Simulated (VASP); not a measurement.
InAs:

```
CELL_PARAMETERS angstrom
0.00000 3.01800 3.01800
3.01800 0.00000 3.01800
3.01800 3.01800 0.00000
ATOMIC_POSITIONS crystal
In 0.00000 0.00000 0.00000
As 0.75000 0.75000 0.75000
```

- Program: VASP 6.6.1
- Task: relaxation of cell and atoms
- Functional: PBEsol
- Potentials or basis: VASP PAW PBE potentials, release 64 (In_d, As)
- Cutoff: 600 eV
- k mesh: 8 × 8 × 8
- Occupations: fermi-dirac, width 0.05 eV
- Spin: no spin polarisation

At the start: pressure 1.6 GPa; volume 27.49 Å³/atom.

How do energy, volume and symmetry change on relaxing?

Over 3 steps the energy falls by 3.8 meV/atom and the volume is 28.25 Å³/atom (+2.8 %); space group F-43m (No. 216, to 0.1 Å) before and after.

Step by step:
| step | energy change (eV) | largest force (eV/Å) | pressure (GPa) | volume (Å³) |
| --- | --- | --- | --- | --- |
| 1 | 0.0000 | 0.0000 | 1.63 | 54.98 |
| 2 | -0.0060 | 0.0000 | -0.71 | 57.24 |
| 3 | -0.0076 | 0.0000 | 0.01 | 56.50 |

Final structure:
```
CELL_PARAMETERS angstrom
0.00000 3.04567 3.04567
3.04567 0.00000 3.04567
3.04567 3.04567 0.00000
ATOMIC_POSITIONS crystal
In 0.00000 0.00000 0.00000
As 0.75000 0.75000 0.75000
```

Caveat: the PAW data sets were made with another functional, which shifts forces and pressure a little.
